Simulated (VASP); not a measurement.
# TePb (Fm-3m) in VASP: further runs

TePb is run at these levels: r2SCAN; tasks: single point.

All numbers are computed with VASP 6.6.1; they aren't measurements. Logs are shortened: lines on timing, memory, paths and dates and some standing lists are left out, and cuts for length are marked.

## (1) The cell of the first run

The structure is cubic, space group Fm-3m (No. 225). The conventional cell has a = 6.462 Å, b = 6.462 Å, c = 6.462 Å, α = 90.00°, β = 90.00°, γ = 90.00°. Te (site symmetry m-3m) has 6 Pb at 3.23 Å within 4.3 Å. Within 4.3 Å of Pb (site symmetry m-3m) lie 6 Te at 3.23 Å.

## (2) Single point, r2SCAN

Contents of POSCAR:

```
TePb
1.0
    0.0000000000      3.2310000000      3.2310000000
    3.2310000000      0.0000000000      3.2310000000
    3.2310000000      3.2310000000      0.0000000000
Te Pb
1 1
Direct
    0.5000000000      0.5000000000      0.5000000000
    0.0000000000      0.0000000000      0.0000000000
```

Contents of INCAR.step1:

```
PREC     = Accurate       # precision mode
ENCUT    = 520            # plane-wave cutoff, eV
ISMEAR   = 0              # smearing method
SIGMA    = 0.01           # smearing width, eV
LREAL    = F              # projectors in reciprocal space
LASPH    = T              # aspherical terms in the spheres
NELM     = 100            # most SCF steps
NBANDS   = 17             # bands
GGA      = PE             # functional
ALGO     = Normal         # electronic algorithm
EDIFF    = 1E-4           # SCF threshold, eV
LWAVE    = T              # write WAVECAR
LCHARG   = F              # write CHGCAR
```

Contents of INCAR.step2:

```
PREC     = Accurate       # precision mode
ENCUT    = 520            # plane-wave cutoff, eV
EDIFF    = 1E-6           # SCF threshold, eV
ISMEAR   = 0              # smearing method
SIGMA    = 0.01           # smearing width, eV
LREAL    = F              # projectors in reciprocal space
LASPH    = T              # aspherical terms in the spheres
NELM     = 100            # most SCF steps
ALGO     = Normal         # electronic algorithm
ISIF     = 2              # what is computed and relaxed
LWAVE    = F              # write WAVECAR
LCHARG   = T              # write CHGCAR
METAGGA  = R2SCAN         # meta-GGA
LMIXTAU  = T            
LELF     = T              # ELF
LVHAR    = T            
NBANDS   = 17             # bands
ISTART   = 1
```

Contents of KPOINTS:

```
Automatic mesh
0
Gamma
  2 2 2
```

Potentials or basis: VASP PAW PBE potentials, release 64 (Te, Pb_d).

Run with:

```sh
> cat potpaw_PBE.64/Te/POTCAR potpaw_PBE.64/Pb_d/POTCAR > POTCAR
> cp INCAR.step1 INCAR
> mpirun -np 1 vasp_std > vasp.out
> cp INCAR.step2 INCAR
> mpirun -np 1 vasp_std > vasp.out
```

OUTCAR:

```text
PREC = Accurate
   ENCUT = 520
   EDIFF = 1E-6
   ISMEAR = 0
   LREAL = F
   LASPH = T
   NELM = 100
   ISIF = 2
   METAGGA = R2SCAN
   ISTART = 1

 ion  position               nearest neighbor table
   1  0.500  0.500  0.500-   2 3.23   2 3.23   2 3.23   2 3.23   2 3.23   2 3.23
   2  0.000  0.000  0.000-   1 3.23   1 3.23   1 3.23   1 3.23   1 3.23   1 3.23

  LATTYP: Found a face centered cubic cell.
 ALAT       =     6.4620000000

  Lattice vectors:

 A1 = (   0.0000000000,   3.2310000000,   3.2310000000)
 A2 = (   3.2310000000,   0.0000000000,   3.2310000000)
 A3 = (   3.2310000000,   3.2310000000,   0.0000000000)

Analysis of symmetry for initial positions (statically):
=====================================================================
 Subroutine PRICEL returns:
 Original cell was already a primitive cell.

 Routine SETGRP: Setting up the symmetry group for a
 face centered cubic supercell.

 Subroutine GETGRP returns: Found 48 space group operations
 (whereof 48 operations were pure point group operations)
 out of a pool of 48 trial point group operations.

The static configuration has the point symmetry O_h .

Analysis of symmetry for dynamics (positions and initial velocities):
=====================================================================
 Subroutine PRICEL returns:
 Original cell was already a primitive cell.

 Routine SETGRP: Setting up the symmetry group for a
 face centered cubic supercell.

 Subroutine GETGRP returns: Found 48 space group operations
 (whereof 48 operations were pure point group operations)
 out of a pool of 48 trial point group operations.

The dynamic configuration has the point symmetry O_h .

 Subroutine INISYM returns: Found 48 space group operations
 (whereof 48 operations are pure point group operations),
 and found     1 'primitive' translations

----------------------------------------------------------------------------------------

                                     Primitive cell

  volume of cell :      67.4592

  direct lattice vectors                    reciprocal lattice vectors
     0.000000000  3.231000000  3.231000000    -0.154750851  0.154750851  0.154750851
     3.231000000  0.000000000  3.231000000     0.154750851 -0.154750851  0.154750851
     3.231000000  3.231000000  0.000000000     0.154750851  0.154750851 -0.154750851

  length of vectors
     4.569324020  4.569324020  4.569324020     0.268036337  0.268036337  0.268036337

  position of ions in fractional coordinates (direct lattice)
     0.500000000  0.500000000  0.500000000
     0.000000000  0.000000000  0.000000000

  ion indices of the primitive-cell ions
   primitive index   ion index
                 1           1
                 2           2

----------------------------------------------------------------------------------------

 KPOINTS: Automatic mesh

Automatic generation of k-mesh.
 Grid dimensions read from file:
 generate k-points for:    2    2    2

 Generating k-lattice:

  Cartesian coordinates                     Fractional coordinates (reciprocal lattice)
    -0.077375426  0.077375426  0.077375426     0.500000000  0.000000000  0.000000000
     0.077375426 -0.077375426  0.077375426     0.000000000  0.500000000  0.000000000
     0.077375426  0.077375426 -0.077375426     0.000000000  0.000000000  0.500000000

  Length of vectors
     0.134018168  0.134018168  0.134018168

  Shift w.r.t. Gamma in fractional coordinates (k-lattice)
     0.000000000  0.000000000  0.000000000

 Subroutine IBZKPT returns following result:
 ===========================================

 Found      3 irreducible k-points:

 Following reciprocal coordinates:
            Coordinates               Weight
  0.000000  0.000000  0.000000      1.000000
  0.500000  0.000000  0.000000      4.000000
  0.500000  0.500000  0.000000      3.000000
   k-points           NKPTS =      3   k-points in BZ     NKDIM =      3   number of bands    NBANDS=     17
   number of dos      NEDOS =    301   number of ions     NIONS =      2
   total plane-waves  NPLWV =  46656
   dimension x,y,z NGX =    36 NGY =   36 NGZ =   36
   dimension x,y,z NGXF=    72 NGYF=   72 NGZF=   72
   ions per type =               1   1
   NGX,Y,Z   is equivalent  to a cutoff of  13.10, 13.10, 13.10 a.u.
   NGXF,Y,Z  is equivalent  to a cutoff of  26.20, 26.20, 26.20 a.u.
 SYSTEM =  unknown system
   PREC   = accura    normal or accurate (medium, high low for compatibility)
   ISTART =      1    job   : 0-new  1-cont  2-samecut
   ICHARG =      0    charge: 1-file 2-atom 10-const
   ISPIN  =      1    spin polarized calculation?
   LNONCOLLINEAR =      F non collinear calculations
   LSORBIT =      F    spin-orbit coupling
   LASPH  =      T    aspherical Exc in radial PAW
   ENCUT  =  520.0 eV  38.22 Ry    6.18 a.u.   8.50  8.50  8.50*2*pi/ulx,y,z
   NELM   =    100;   NELMIN=  2; NELMDL=  0     # of ELM steps
   EDIFF  = 0.1E-05   stopping-criterion for ELM
   LREAL  =      F    real-space projection
[... 7 lines left out ...]
   TEBEG  =    0.0;   TEEND  =   0.0 temperature during run
   PSTRESS=    0.0 pullay stress
   NELECT =      20.0000    total number of electrons
   NUPDOWN=      -1.0000    fix difference up-down
   EMIN   =  10.00;   EMAX   =-10.00  energy-range for DOS
   EFERMI =   0.00;   METHOD = LEGACY
   ISMEAR =     0;   SIGMA  =   0.01  broadening in eV -4-tet -1-fermi 0-gaus
   EFERMI_NEDOS =   21; number of points for ismear=-14 and -15
   IALGO  =     38    algorithm
   IMIX   =      4    mixing-type and parameters
     AMIX     =   0.40;   BMIX     =  1.00
     AMIX_MAG =   1.60;   BMIX_MAG =  1.00
  volume/ion in A,a.u.               =      33.73       227.62
  Fermi-wavevector in a.u.,A,eV,Ry     =   1.091619  2.062861 16.213147  1.191633
  Thomas-Fermi vector in A             =   2.227868
   LORBIT       =      0    0 simple, 1 ext, 2 COOP (PROOUT), +10 PAW based schemes
   METAGGA = R2SCAN    functional components
   LHFCALC =     F    Hartree Fock is set to
   AEXX    =    0.0000 exact exchange contribution
   IVDW    =     0    specifies the selected vdW correction
   LEPSILON=     F    determine dielectric tensor
   LRPA    =     F    only Hartree local field effects (RPA)
 non-spin polarized calculation
 Gauss-broadening in eV      SIGMA  =   0.01
  energy-cutoff  :      520.00
  volume of cell :       67.46
 maximum number of plane-waves:      1837
 NGX is ok and might be reduce to    36
   NGX = 17   NGY = 17   NGZ = 17

 number of electron      20.0000002 magnetization

 Free energy of the ion-electron system (eV)
  ---------------------------------------------------
  ext. energy  EPLUGINS =         0.00000000
  ---------------------------------------------------
  free energy    TOTEN  =       -81.09846355 eV

  energy without entropy =      -81.09846355  energy(sigma->0) =      -81.09846355

 E-fermi :   5.7643     XC(G=0):  -9.7150

 val. band max:        5.6612924057   @ k =   0.5000   0.0000   0.0000
 cond. band min:       6.6166111805   @ k =   0.5000   0.0000   0.0000
 fundamental gap:      0.9553187748
 Fermi energy:         5.7643492458

 k-point     1 :       0.0000    0.0000    0.0000
  band No.  band energies     occupation
      1     -12.1596      2.00000
      2     -12.1596      2.00000
      3     -12.1590      2.00000
      4     -12.1590      2.00000
      5     -12.1590      2.00000
      6      -6.7370      2.00000
[... 9 lines left out ...]
     16      11.7652      0.00000
     17      13.3062      0.00000

 k-point     2 :       0.5000    0.0000    0.0000
  band No.  band energies     occupation
      1     -12.1758      2.00000
      2     -12.1758      2.00000
      3     -12.1566      2.00000
      4     -12.1414      2.00000
      5     -12.1414      2.00000
      6      -5.0424      2.00000
[... 9 lines left out ...]
     16      15.3168      0.00000
     17      15.3168      0.00000

 k-point     3 :       0.5000    0.5000    0.0000
  band No.  band energies     occupation
      1     -12.2183      2.00000
      2     -12.1681      2.00000
      3     -12.1489      2.00000
      4     -12.1343      2.00000
      5     -12.1343      2.00000
      6      -4.8353      2.00000
[... 9 lines left out ...]
     16      17.0562      0.00000
     17      17.2172      0.00000

------------------------ aborting loop because EDIFF is reached ----------------------------------------

  FORCE on cell =-STRESS in cart. coord.  units (eV):
  Direction    XX          YY          ZZ          XY          YZ          ZX
  --------------------------------------------------------------------------------------
  -------------------------------------------------------------------------------------
  Total        3.7134888      3.7134888      3.7134888     -0.0000000     -0.0000000      0.0000000
  in kB       88.1965983     88.1965983     88.1965983     -0.0000000     -0.0000000      0.0000000
  external PRESSURE =      88.1965983 kB  Pullay stress =       0.0000000 kB

 VOLUME and BASIS-vectors are now :
 -----------------------------------------------------------------------------
  energy-cutoff  :      520.00
  volume of cell :       67.46
      direct lattice vectors                 reciprocal lattice vectors
     0.000000000  3.231000000  3.231000000    -0.154750851  0.154750851  0.154750851
     3.231000000  0.000000000  3.231000000     0.154750851 -0.154750851  0.154750851
     3.231000000  3.231000000  0.000000000     0.154750851  0.154750851 -0.154750851

 POSITION                                       TOTAL-FORCE (eV/Angst)
 -----------------------------------------------------------------------------------
      3.23100      3.23100      3.23100         0.000000     -0.000000      0.000000
      0.00000      0.00000      0.00000         0.000000      0.000000     -0.000000
 -----------------------------------------------------------------------------------
    total drift:                               -0.000000      0.000000      0.000000

  FREE ENERGIE OF THE ION-ELECTRON SYSTEM (eV)
  ---------------------------------------------------
  free  energy   TOTEN  =       -81.0984635472 eV

  energy  without entropy=      -81.0984635472  energy(sigma->0) =      -81.09846355
```

Run time: 27 s. Hardware: 1 thread of Intel Xeon Platinum 8375C at 2.90GHz (Ice Lake), shared host; peak memory 0.21 GiB.

What came out:

* Free energy: -81.0985 eV
* Pressure: 8.8 GPa
* Band gap on the k mesh: 0.96 eV, direct

Caveat: the k points lie up to 0.84 Å⁻¹ apart; the PAW data sets were made with another functional, which shifts forces and pressure a little; spin-orbit coupling is left out, which moves the levels of the heavy elements. A k mesh can miss the band edges.

## (3) Single point, r2SCAN

POSCAR is that of step 2.

Contents of INCAR.step1:

```
PREC = Accurate ; ENCUT = 520
ISMEAR = 0 ; SIGMA = 0.01
LREAL = F ; LASPH = T
NELM = 80 ; NBANDS = 17
GGA = PE ; ALGO = Normal
EDIFF = 1E-4 ; LWAVE = T
LCHARG = F
```

Contents of INCAR.step2:

```
PREC = Accurate ; ENCUT = 520
EDIFF = 1E-6 ; ISMEAR = 0
SIGMA = 0.01 ; LREAL = F
LASPH = T ; NELM = 80
ALGO = Normal ; ISIF = 2
LWAVE = F ; LCHARG = T
METAGGA = R2SCAN ; LMIXTAU = T
LELF = T ; LVHAR = T
NBANDS = 17 ; ISTART = 1
```

Contents of KPOINTS:

```
Automatic mesh
0
Gamma
  3 3 3
```

Potentials or basis: VASP PAW PBE potentials, release 64 (Te, Pb_d).

Run with:

```sh
> cat potpaw_PBE.64/Te/POTCAR potpaw_PBE.64/Pb_d/POTCAR > POTCAR
> cp INCAR.step1 INCAR
> mpirun -np 1 vasp_std > vasp.out
> cp INCAR.step2 INCAR
> mpirun -np 1 vasp_std > vasp.out
```

Run time: 27 s. Hardware: 1 thread of Intel Xeon Platinum 8375C at 2.90GHz (Ice Lake), shared host; peak memory 0.21 GiB.

Results (log left out):

```
Free energy : -82.7335 eV
Pressure    : 1.6 GPa
```

Levels at points of the mesh, in eV from the Fermi level:
```
           k point  band 6  band 7  band 8  band 9  band 10  band 11  band 12  band 13  band 14  band 15
(0.00, 0.00, 0.00)  -12.21   -5.31   -1.19   -1.19    -1.19     4.67     4.67     4.67     6.50     6.50
```

Caveat: the k points lie up to 0.56 Å⁻¹ apart; this odd mesh misses L, where the gap lies, so gap, dielectric constants and Born charges aren't listed; the PAW data sets were made with another functional, which shifts forces and pressure a little; spin-orbit coupling is left out, which moves the levels of the heavy elements.

## (4) Single point, r2SCAN

POSCAR is that of step 3.

Contents of INCAR.step1:

```
PREC = Accurate
ENCUT = 520
ISMEAR = 0
SIGMA = 0.01
LREAL = False
LASPH = True
NELM = 60
NBANDS = 17
GGA = PE
ALGO = Normal
EDIFF = 1E-4
LWAVE = True
LCHARG = False
```

Contents of INCAR.step2:

```
PREC = Accurate
ENCUT = 520
EDIFF = 1E-6
ISMEAR = 0
SIGMA = 0.01
LREAL = False
LASPH = True
NELM = 60
ALGO = Normal
ISIF = 2
LWAVE = False
LCHARG = False
METAGGA = R2SCAN
LMIXTAU = True
NBANDS = 17
ISTART = 1
```

Contents of KPOINTS:

```
Automatic mesh
0
Gamma
  5 5 5
```

Run with:

```sh
> cat potpaw_PBE.64/Te/POTCAR potpaw_PBE.64/Pb_d/POTCAR > POTCAR
> cp INCAR.step1 INCAR
> mpirun -np 1 vasp_std > vasp.out
> cp INCAR.step2 INCAR
> mpirun -np 1 vasp_std > vasp.out
```

It took 50 s on 1 thread of Intel Xeon Platinum 8375C at 2.90GHz (Ice Lake), shared host; peak memory 0.21 GiB.

The run converged. Its results:

| Item | Value |
| --- | --- |
| Free energy | -82.6946 eV |
| Pressure | 1.6 GPa |

Levels at points of the mesh, in eV from the Fermi level:
| k point | band 6 | band 7 | band 8 | band 9 | band 10 | band 11 | band 12 | band 13 | band 14 | band 15 |
| --- | --- | --- | --- | --- | --- | --- | --- | --- | --- | --- |
| (0.00, 0.00, 0.00) | -12.40 | -5.52 | -1.38 | -1.38 | -1.38 | 4.47 | 4.47 | 4.47 | 6.29 | 6.29 |

Caveat: this odd mesh misses L, where the gap lies, so gap, dielectric constants and Born charges aren't listed; the PAW data sets were made with another functional, which shifts forces and pressure a little; spin-orbit coupling is left out, which moves the levels of the heavy elements.

## (5) The runs side by side

| k mesh | pressure (GPa) |
| --- | --- |
| 2 × 2 × 2 | 8.8 |
| 3 × 3 × 3 | 1.6 |
| 5 × 5 × 5 | 1.6 |

Alike in all rows: task single point; level r2SCAN; potentials or basis VASP PAW PBE potentials, release 64 (Te, Pb_d); no spin polarisation; cell as given; cutoff (eV) 520; smearing gaussian 0.01 eV.

Caveats: some runs use coarse meshes; the PAW data sets were made with another functional, which shifts forces and pressure a little; spin-orbit coupling is left out, which moves the levels of the heavy elements.

Absolute energies hang on the potentials; compare differences alone.
